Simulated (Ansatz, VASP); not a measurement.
# Two plane-wave programs on BP

File INCAR:

```
SYSTEM = BP
PREC = Accurate ; ENCUT = 520
EDIFF = 1E-6 ; ISMEAR = -1
SIGMA = 0.05 ; LREAL = .False.
LASPH = .True. ; NELM = 60
ALGO = Normal ; ISIF = 2
LWAVE = .False. ; LCHARG = .False.
GGA = PS ; NBANDS = 11
```

The input KPOINTS:

```
Automatic mesh
0
Gamma
  15 15 15
  0 0 0
```

The input POSCAR:

```
BP
1.0
    0.0000000000      2.0256551580      2.0256551580
    2.0256551580      0.0000000000      2.0256551580
    2.0256551580      2.0256551580      0.0000000000
B P
1 1
Direct
    0.0000000000      0.0000000000      0.0000000000
    0.2500000000      0.2500000000      0.2500000000
```

Input for Ansatz:

```yaml
crystal:
  lattice:
    - [0.0, 2.025655158, 2.025655158]
    - [2.025655158, 0.0, 2.025655158]
    - [2.025655158, 2.025655158, 0.0]
  atoms:
    - { symbol: B, position: [0.0, 0.0, 0.0] }
    - { symbol: P, position: [0.25, 0.25, 0.25] }
kpoints:
  mp_grid: { grid: [15, 15, 15] }
scf:
  occupations: { method: fermi_dirac, width: 0.05 }
hamiltonian:
  xc: pbesol
  pseudopotentials: { kind: paw }
output:
  forces: true
  stress: true
  eigenvalues: true
  populations: true
```

Change from the starting cell: volume scaled by 0.72, PAW files.

Alike in both runs: task single point; functional PBEsol; k mesh 15 × 15 × 15; occupations fermi-dirac, width 0.05 eV; no spin polarisation.

|  | VASP | Ansatz |
| --- | --- | --- |
| version | VASP 6.6.1 | Ansatz 0.2.0 |
| potentials or method | VASP PAW PBE potentials, release 64 (B, P) | PAW with Ansatz's default frozen-core files, scalar-relativistic |
| plane-wave cutoff (eV) | 520 | 420 |
| valence electrons in the cell | 8 | 8 |

```tsv
	VASP	Ansatz	Ansatz less VASP
pressure (GPa)	101.7	101.7	-0.02
```

VASP's potentials were made for PBE, not for PBEsol. Both programs put the cell under a high pressure, so it lies far from rest at this level. The functional is the same, so the differences come from potentials, cutoffs and numerics.

Noted on VASP's run: the cell as given lies far from equilibrium.
